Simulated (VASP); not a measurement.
A run of VASP 6.6.1:

The input INCAR:

```
  PREC = Accurate
  ENCUT = 520
  EDIFF = 1E-6
  ISMEAR = 0
  SIGMA = 0.15
  LREAL = False
  LASPH = True
  NELM = 80
  ALGO = Fast
  ISIF = 2
  LWAVE = False
  LCHARG = False
  NBANDS = 19
```

The input KPOINTS:

```
regular mesh
0
Gamma
  10 10 12
```

Contents of POSCAR:

```
RbBi
1.0
    4.6852660000      0.0000000000      0.0000000000
    0.0000000000      4.6852660000      0.0000000000
    0.0000000000      0.0000000000      3.8588810000
Rb Bi
1 1
Direct
    0.5000000000      0.5000000000      0.5129571241
    0.0000000000      0.0000000000      0.0000000000
```

Potentials or basis: VASP PAW LDA potentials, release 64 (Rb_sv, Bi_d).

The run is started by

```console
$ cat potpaw_LDA.64/Rb_sv/POTCAR potpaw_LDA.64/Bi_d/POTCAR > POTCAR
$ mpirun -np 1 vasp_std > vasp.out
```

Hardware: 1 thread of AMD EPYC 7R13 (shared host).

How long does it take, and how much memory?

Wall time 5.4 min on 1 thread of AMD EPYC 7R13, with other jobs on the host, peak memory 0.31 GiB. Counts: scf iterations 14, k points 147.
